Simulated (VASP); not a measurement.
**BN: single point with PBEsol**

BN:

```xyz
2
Lattice="0.0000 3.4953 2.1661 1.2516 0.0000 2.1661 1.2516 3.4953 0.0000" Properties=species:S:1:pos:R:3 pbc="T T T"
B     1.2516    3.4953    0.1502
N     1.2516    3.4953    2.8881
```

This cell differs from its parent crystal: all B atoms moved +0.150 Å, as atom 1 along Cartesian [0 0 1].

```yaml
Program: VASP 6.6.1
Task: single point
Functional: PBEsol
Potentials_or_basis: VASP PAW PBE potentials, release 64 (B, N)
Cutoff: 520 eV
k_mesh: 12 × 12 × 12
Occupations: gaussian, width 0.05 eV
Spin: no spin polarisation
Dipole_correction: no
Further_INCAR_settings: ALGO = Normal; EDIFF = 1e-06; NBANDS = 11
```

```json
{
  "Pressure": "7.6 GPa",
  "Largest force": "4.827 eV/Å",
  "Band gap on the k mesh": "3.72 eV, indirect (least direct gap 4.33 eV)"
}
```

Forces in eV/Å, atoms in the order of the input:
```
B    0.000  0.000 -4.827
N    0.000  0.000  4.827
```

Stress tensor (GPa, compression positive):
```
26.35  0.00  0.00
 0.00 -0.05  0.00
 0.00  0.00 -3.44
```

Levels at points of the mesh, in eV from the valence-band top:
| k point | band 1 | band 2 | band 3 | band 4 | band 5 | band 6 | band 7 | band 8 | band 9 |
| --- | --- | --- | --- | --- | --- | --- | --- | --- | --- |
| (0.00, 0.00, 0.00) | -18.18 | -4.90 | -3.46 | -0.02 | 4.32 | 9.02 | 12.70 | 13.69 | 14.19 |
| (0.50, 0.00, 0.00) | -15.16 | -9.50 | -3.89 | -1.17 | 3.72 | 8.85 | 12.74 | 15.00 | 19.50 |
| (0.50, 0.50, 0.00) | -14.85 | -9.11 | -5.56 | -1.46 | 6.74 | 8.76 | 11.93 | 13.25 | 17.83 |
| (0.50, 0.00, 0.50) | -17.98 | -6.57 | -3.48 | 0.00 | 8.90 | 9.10 | 11.73 | 13.55 | 15.35 |
| (0.00, 0.50, 0.50) | -14.74 | -8.92 | -5.59 | -2.41 | 4.54 | 9.35 | 13.62 | 17.35 | 18.66 |

Wall time 2.9 min on 1 thread of AMD EPYC 7R13 (shared host), peak memory 0.15 GiB.

Caveat: the cell differs from its parent crystal (all B atoms moved +0.150 Å, as atom 1 along Cartesian [0 0 1]); the PAW data sets were made with another functional, which shifts forces and pressure a little. A k mesh can miss the band edges.
